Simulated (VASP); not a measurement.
# Sr (Fm-3m) in VASP: notebook

Sr is run at these levels: PBEsol; tasks: single point.

Everything below comes from runs of VASP 6.6.1. Logs are shortened: lines on timing, memory, paths and dates and some standing lists are left out, and cuts for length are marked.

## Step 1: The cell of the first run

The structure is cubic, space group Fm-3m (No. 225). Conventional cell: a = 5.598 Å, b = 5.598 Å, c = 5.598 Å, α = 90.00°, β = 90.00°, γ = 90.00°. Sr (site symmetry m-3m) has 12 Sr at 3.96 Å within 5.2 Å.

## Step 2: Single point, PBEsol (strain -0.080 along x and y, -0.080 along z)

INCAR

```
SYSTEM = Sr
  PREC = Accurate
  ENCUT = 520
  EDIFF = 1E-7
  ISMEAR = 0
  SIGMA = 0.03
  LREAL = .False.
  LASPH = .True.
  NELM = 60
  ALGO = Normal
  ISIF = 2
  LWAVE = .False.
  LCHARG = .False.
  GGA = PS
  NBANDS = 11
```

KPOINTS

```
Automatic mesh
0
Gamma
  10 10 10
  0 0 0
```

POSCAR

```
Sr
1.0
    0.0000000000      2.7989620000      2.7989620000
    2.7989620000      0.0000000000      2.7989620000
    2.7989620000      2.7989620000      0.0000000000
Sr
1
Direct
    0.0000000000      0.0000000000      0.0000000000
```

Potentials or basis: VASP PAW PBE potentials, release 64 (Sr_sv).

The run is started by

```console
cat potpaw_PBE.64/Sr_sv/POTCAR > POTCAR
mpirun -np 1 vasp_std > vasp.out
```

OUTCAR:

```text
SYSTEM = Sr
   PREC = Accurate
   ENCUT = 520
   EDIFF = 1E-7
   ISMEAR = 0
   LREAL = .False.
   LASPH = .True.
   NELM = 60
   ISIF = 2
   GGA = PS

 ion  position               nearest neighbor table
   1  0.000  0.000  0.000-

  LATTYP: Found a face centered cubic cell.
 ALAT       =     5.5979240000

  Lattice vectors:

 A1 = (   0.0000000000,   2.7989620000,   2.7989620000)
 A2 = (   2.7989620000,   0.0000000000,   2.7989620000)
 A3 = (   2.7989620000,   2.7989620000,   0.0000000000)

Analysis of symmetry for initial positions (statically):
=====================================================================
 Subroutine PRICEL returns:
 Original cell was already a primitive cell.

 Routine SETGRP: Setting up the symmetry group for a
 face centered cubic supercell.

 Subroutine GETGRP returns: Found 48 space group operations
 (whereof 48 operations were pure point group operations)
 out of a pool of 48 trial point group operations.

The static configuration has the point symmetry O_h .

Analysis of symmetry for dynamics (positions and initial velocities):
=====================================================================
 Subroutine PRICEL returns:
 Original cell was already a primitive cell.

 Routine SETGRP: Setting up the symmetry group for a
 face centered cubic supercell.

 Subroutine GETGRP returns: Found 48 space group operations
 (whereof 48 operations were pure point group operations)
 out of a pool of 48 trial point group operations.

The dynamic configuration has the point symmetry O_h .

 Subroutine INISYM returns: Found 48 space group operations
 (whereof 48 operations are pure point group operations),
 and found     1 'primitive' translations

----------------------------------------------------------------------------------------

                                     Primitive cell

  volume of cell :      43.8552

  direct lattice vectors                    reciprocal lattice vectors
     0.000000000  2.798962000  2.798962000    -0.178637652  0.178637652  0.178637652
     2.798962000  0.000000000  2.798962000     0.178637652 -0.178637652  0.178637652
     2.798962000  2.798962000  0.000000000     0.178637652  0.178637652 -0.178637652

  length of vectors
     3.958330021  3.958330021  3.958330021     0.309409490  0.309409490  0.309409490

  position of ions in fractional coordinates (direct lattice)
     0.000000000  0.000000000  0.000000000

  ion indices of the primitive-cell ions
   primitive index   ion index
                 1           1

----------------------------------------------------------------------------------------

 KPOINTS: Automatic mesh

Automatic generation of k-mesh.
 Grid dimensions read from file:
 generate k-points for:   10   10   10

 Generating k-lattice:

  Cartesian coordinates                     Fractional coordinates (reciprocal lattice)
    -0.017863765  0.017863765  0.017863765     0.100000000  0.000000000  0.000000000
     0.017863765 -0.017863765  0.017863765     0.000000000  0.100000000  0.000000000
     0.017863765  0.017863765 -0.017863765     0.000000000  0.000000000  0.100000000

  Length of vectors
     0.030940949  0.030940949  0.030940949

  Shift w.r.t. Gamma in fractional coordinates (k-lattice)
     0.000000000  0.000000000  0.000000000

 Subroutine IBZKPT returns following result:
 ===========================================

 Found     47 irreducible k-points:

 Following reciprocal coordinates:
            Coordinates               Weight
  0.000000  0.000000  0.000000      1.000000
  0.100000  0.000000  0.000000      8.000000
  0.200000  0.000000  0.000000      8.000000
  0.300000  0.000000  0.000000      8.000000
  0.400000  0.000000  0.000000      8.000000
  0.500000  0.000000  0.000000      4.000000
[... 16 lines left out ...]
  0.300000  0.300000  0.000000      6.000000
  0.400000  0.300000  0.000000     24.000000
 [... further k-points ...]
   k-points           NKPTS =     47   k-points in BZ     NKDIM =     47   number of bands    NBANDS=     11
   number of dos      NEDOS =    301   number of ions     NIONS =      1
   total plane-waves  NPLWV =  27000
   dimension x,y,z NGX =    30 NGY =   30 NGZ =   30
   dimension x,y,z NGXF=    60 NGYF=   60 NGZF=   60
   ions per type =               1
   NGX,Y,Z   is equivalent  to a cutoff of  12.60, 12.60, 12.60 a.u.
   NGXF,Y,Z  is equivalent  to a cutoff of  25.20, 25.20, 25.20 a.u.
 SYSTEM =  Sr
   PREC   = accura    normal or accurate (medium, high low for compatibility)
   ISTART =      0    job   : 0-new  1-cont  2-samecut
   ICHARG =      2    charge: 1-file 2-atom 10-const
   ISPIN  =      1    spin polarized calculation?
   LNONCOLLINEAR =      F non collinear calculations
   LSORBIT =      F    spin-orbit coupling
   LASPH  =      T    aspherical Exc in radial PAW
   ENCUT  =  520.0 eV  38.22 Ry    6.18 a.u.   7.36  7.36  7.36*2*pi/ulx,y,z
   NELM   =     60;   NELMIN=  2; NELMDL= -5     # of ELM steps
   EDIFF  = 0.1E-06   stopping-criterion for ELM
   LREAL  =      F    real-space projection
   EDIFFG = 0.1E-05   stopping-criterion for IOM
   NSW    =      0    number of steps for IOM
   IBRION =     -1    ionic relax: 0-MD 1-quasi-New 2-CG
   NFREE  =      0    steps in history (QN), initial steepest desc. (CG)
   ISIF   =      2    stress and relaxation
   ISYM   =      2    0-nonsym 1-usesym 2-fastsym
   POTIM  = 0.5000    time-step for ionic-motion
   TEBEG  =    0.0;   TEEND  =   0.0 temperature during run
   PSTRESS=    0.0 pullay stress
   NELECT =      10.0000    total number of electrons
   NUPDOWN=      -1.0000    fix difference up-down
   EMIN   =  10.00;   EMAX   =-10.00  energy-range for DOS
   EFERMI =   0.00;   METHOD = LEGACY
   ISMEAR =     0;   SIGMA  =   0.03  broadening in eV -4-tet -1-fermi 0-gaus
   EFERMI_NEDOS =   21; number of points for ismear=-14 and -15
   IALGO  =     38    algorithm
   IMIX   =      4    mixing-type and parameters
     AMIX     =   0.40;   BMIX     =  1.00
     AMIX_MAG =   1.60;   BMIX_MAG =  1.00
  volume/ion in A,a.u.               =      43.86       295.95
  Fermi-wavevector in a.u.,A,eV,Ry     =   1.000156  1.890021 13.610077  1.000312
  Thomas-Fermi vector in A             =   2.132494
   LORBIT       =      0    0 simple, 1 ext, 2 COOP (PROOUT), +10 PAW based schemes
   GGA     = PS    functional components
   LHFCALC =     F    Hartree Fock is set to
   AEXX    =    0.0000 exact exchange contribution
   IVDW    =     0    specifies the selected vdW correction
   LEPSILON=     F    determine dielectric tensor
   LRPA    =     F    only Hartree local field effects (RPA)
 non-spin polarized calculation
 Gauss-broadening in eV      SIGMA  =   0.03
  energy-cutoff  :      520.00
  volume of cell :       43.86
 maximum number of plane-waves:      1243
 NGX is ok and might be reduce to    30
   NGX = 15   NGY = 15   NGZ = 15

 number of electron      10.0000000 magnetization

 Free energy of the ion-electron system (eV)
  ---------------------------------------------------
  ext. energy  EPLUGINS =         0.00000000
  ---------------------------------------------------
  free energy    TOTEN  =        -1.77875429 eV

  energy without entropy =       -1.77861384  energy(sigma->0) =       -1.77868406

 E-fermi :   2.3364     XC(G=0):  -8.1701

 val. band max:        2.2902930164   @ k =  -0.3000   0.4000   0.1000
 cond. band min:       2.3767240328   @ k =  -0.4000   0.3000   0.0000
 fundamental gap:      0.0864310164
 Fermi energy:         2.3363687319

 k-point     1 :       0.0000    0.0000    0.0000
  band No.  band energies     occupation
      1     -33.8011      2.00000
      2     -15.6320      2.00000
      3     -15.6320      2.00000
      4     -15.6320      2.00000
      5      -1.6583      2.00000
      6       4.8878      0.00000
      7       4.8878      0.00000
      8       4.8878      0.00000
      9       6.7671      0.00000
     10       6.7671      0.00000
     11      10.1582      0.00000

 k-point     2 :       0.1000    0.0000    0.0000
  band No.  band energies     occupation
      1     -33.7973      2.00000
      2     -15.6756      2.00000
      3     -15.6374      2.00000
      4     -15.6374      2.00000
      5      -1.4557      2.00000
      6       4.5910      0.00000
      7       4.9824      0.00000
      8       4.9824      0.00000
      9       6.6346      0.00000
     10       6.6346      0.00000
     11      10.6657      0.00000

 k-point     3 :       0.2000    0.0000    0.0000
  band No.  band energies     occupation
      1     -33.7873      2.00000
      2     -15.7873      2.00000
      3     -15.6516      2.00000
      4     -15.6516      2.00000
      5      -0.8898      2.00000
      6       3.9770      0.00000
      7       5.1118      0.00000
      8       5.1118      0.00000
      9       6.5399      0.00000
     10       6.5399      0.00000
     11      10.5571      0.00000

 k-point     4 :       0.3000    0.0000    0.0000
  band No.  band energies     occupation
      1     -33.7748      2.00000
      2     -15.9211      2.00000
      3     -15.6690      2.00000
      4     -15.6690      2.00000
      5      -0.0905      2.00000
      6       3.3870      0.00000
      7       4.9843      0.00000
      8       4.9843      0.00000
      9       6.9657      0.00000
     10       6.9657      0.00000
     11       9.7581      0.00000
[... 239 lines left out ...]
 k-point    22 :      -0.2000    0.2000    0.0000
  band No.  band energies     occupation
      1     -33.7705      2.00000
      2     -15.8997      2.00000
      3     -15.7516      2.00000
      4     -15.6668      2.00000
      5       0.2254      2.00000
      6       3.4223      0.00000
      7       4.2486      0.00000
      8       5.5572      0.00000
      9       5.9393      0.00000
     10       7.9250      0.00000
     11      10.7601      0.00000

 k-point    23 :       0.3000    0.3000    0.0000
  band No.  band energies     occupation
      1     -33.7662      2.00000
      2     -15.9069      2.00000
      3     -15.7330      2.00000
      4     -15.7330      2.00000
      5       0.3700      2.00000
      6       3.0327      0.00000
      7       4.2033      0.00000
      8       6.2232      0.00000
      9       6.2232      0.00000
     10       7.5912      0.00000
     11      12.0365      0.00000

 k-point    24 :       0.4000    0.3000    0.0000
  band No.  band energies     occupation
      1     -33.7582      2.00000
      2     -15.9626      2.00000
      3     -15.7641      2.00000
      4     -15.7501      2.00000
      5       0.9433      2.00000
      6       2.7993      0.00000
      7       3.8476      0.00000
      8       6.3996      0.00000
      9       6.8800      0.00000
     10       8.0144      0.00000
     11      10.3993      0.00000

 [... further k-points ...]

------------------------ aborting loop because EDIFF is reached ----------------------------------------

  FORCE on cell =-STRESS in cart. coord.  units (eV):
  Direction    XX          YY          ZZ          XY          YZ          ZX
  --------------------------------------------------------------------------------------
  -------------------------------------------------------------------------------------
  Total        0.7543839      0.7543839      0.7543839      0.0000000     -0.0000000      0.0000000
  in kB       27.5601777     27.5601777     27.5601777      0.0000000     -0.0000000      0.0000000
  external PRESSURE =      27.5601777 kB  Pullay stress =       0.0000000 kB

 VOLUME and BASIS-vectors are now :
 -----------------------------------------------------------------------------
  energy-cutoff  :      520.00
  volume of cell :       43.86
      direct lattice vectors                 reciprocal lattice vectors
     0.000000000  2.798962000  2.798962000    -0.178637652  0.178637652  0.178637652
     2.798962000  0.000000000  2.798962000     0.178637652 -0.178637652  0.178637652
     2.798962000  2.798962000  0.000000000     0.178637652  0.178637652 -0.178637652

 POSITION                                       TOTAL-FORCE (eV/Angst)
 -----------------------------------------------------------------------------------
      0.00000      0.00000      0.00000        -0.000000      0.000000      0.000000
 -----------------------------------------------------------------------------------
    total drift:                               -0.000000     -0.000000      0.000000

  FREE ENERGIE OF THE ION-ELECTRON SYSTEM (eV)
  ---------------------------------------------------
  free  energy   TOTEN  =        -1.7787542937 eV

  energy  without entropy=       -1.7786138360  energy(sigma->0) =       -1.77868406
```

Run time: 19 s. Hardware: 1 thread of Intel Xeon Platinum 8259CL at 2.50GHz (Skylake/Cascade Lake), shared host; peak memory 0.18 GiB.

Results:

```
Free energy            : -1.7788 eV
Pressure               : 2.8 GPa
Band gap on the k mesh : 0.09 eV, indirect (least direct gap 0.14 eV)
```

Caveat: the cell differs from its parent crystal (strain -0.080 along x and y, -0.080 along z); the PAW data sets were made with another functional, which shifts forces and pressure a little.

## Step 3: Single point, PBEsol (strain -0.040 along x and y, -0.040 along z)

INCAR

```
ALGO     = Normal         # electronic algorithm
EDIFF    = 1E-6           # SCF threshold, eV
ENCUT    = 520            # plane-wave cutoff, eV
GGA      = PS             # functional
ISIF     = 2              # what is computed and relaxed
ISMEAR   = 0              # smearing method
LASPH    = T              # aspherical terms in the spheres
LCHARG   = F              # write CHGCAR
LREAL    = F              # projectors in reciprocal space
LWAVE    = F              # write WAVECAR
NBANDS   = 11             # bands
NELM     = 60             # most SCF steps
PREC     = Accurate       # precision mode
SIGMA    = 0.03           # smearing width, eV
```

KPOINTS

```
k-points
0
Gamma
  10 10 10
```

POSCAR

```
Sr
1.0
    0.0000000000      2.9206560000      2.9206560000
    2.9206560000      0.0000000000      2.9206560000
    2.9206560000      2.9206560000      0.0000000000
Sr
1
Direct
    0.0000000000      0.0000000000      0.0000000000
```

Potentials or basis: VASP PAW PBE potentials, release 64 (Sr_sv).

The run is started by

```console
cat potpaw_PBE.64/Sr_sv/POTCAR > POTCAR
mpirun -np 1 vasp_std > vasp.out
```

It took 13 s on 1 thread of Intel Xeon Platinum 8259CL at 2.50GHz (Skylake/Cascade Lake), shared host; peak memory 0.18 GiB.

The run converged. Its results:

* Free energy: -1.8361 eV
* Pressure: 0.5 GPa
* Band gap on the k mesh: zero (filled and empty bands touch)

Levels at points of the mesh, in eV from the Fermi level:
```tsv
k point	band 3	band 4	band 5	band 6	band 7	band 8
(0.00, 0.00, 0.00)	-18.24	-18.24	-3.83	2.42	2.42	2.42
(0.50, 0.00, 0.00)	-18.28	-18.28	-1.21	0.20	2.24	2.24
(0.50, 0.50, 0.00)	-18.34	-18.34	-0.78	0.23	1.28	5.25
```

Caveat: the cell differs from its parent crystal (strain -0.040 along x and y, -0.040 along z); the PAW data sets were made with another functional, which shifts forces and pressure a little.

## Step 4: Single point, PBEsol (strain +0.040 along x and y, +0.040 along z)

INCAR

```
PREC = Accurate ; ENCUT = 520
EDIFF = 1E-7 ; ISMEAR = 0
SIGMA = 0.03 ; LREAL = F
LASPH = T ; NELM = 80
ALGO = Normal ; ISIF = 2
LWAVE = F ; LCHARG = T
GGA = PS ; LELF = T
LVHAR = T ; NBANDS = 11
```

KPOINTS

```
Automatic mesh
0
Gamma
  10 10 10
```

POSCAR

```
Sr
1.0
    0.0000000000      3.1640440000      3.1640440000
    3.1640440000      0.0000000000      3.1640440000
    3.1640440000      3.1640440000      0.0000000000
Sr
1
Direct
    0.0000000000      0.0000000000      0.0000000000
```

The run is started by

```console
cat potpaw_PBE.64/Sr_sv/POTCAR > POTCAR
mpirun -np 1 vasp_std > vasp.out
```

It took 24 s on 1 thread of Intel Xeon Platinum 8259CL at 2.50GHz (Skylake/Cascade Lake), shared host; peak memory 0.21 GiB.

The run converged. Its results:

```
Free energy            : -1.7665 eV
Pressure               : -1.7 GPa
Band gap on the k mesh : zero (band 5 reaches 1.13 eV, above the bottom of band 6 at 0.98 eV)
```

Levels at points of the mesh, in eV from the Fermi level:
```
           k point  band 3  band 4  band 5  band 6  band 7  band 8
(0.00, 0.00, 0.00)  -18.75  -18.75   -3.44    2.17    2.17    2.17
(0.50, 0.00, 0.00)  -18.77  -18.77   -1.08   -0.07    2.04    2.04
(0.50, 0.50, 0.00)  -18.80  -18.80   -0.51    0.43    0.78    4.32
```

Caveat: the cell differs from its parent crystal (strain +0.040 along x and y, +0.040 along z); the PAW data sets were made with another functional, which shifts forces and pressure a little.

## Step 5: The runs side by side

| cell | gap on the mesh (eV) | pressure (GPa) |
| --- | --- | --- |
| a = 3.958 Å, angles 60.0°, 1 atom | 0.09 | 2.8 |
| a = 4.130 Å, angles 60.0°, 1 atom | none | 0.5 |
| a = 4.475 Å, angles 60.0°, 1 atom | none | -1.7 |

Alike in all rows: task single point; level PBEsol; potentials or basis VASP PAW PBE potentials, release 64 (Sr_sv); no spin polarisation; k mesh 10 × 10 × 10; cutoff (eV) 520; smearing gaussian 0.03 eV.

Caveats: the PAW data sets were made with another functional, which shifts forces and pressure a little.

Absolute energies hang on the potentials; compare differences alone.
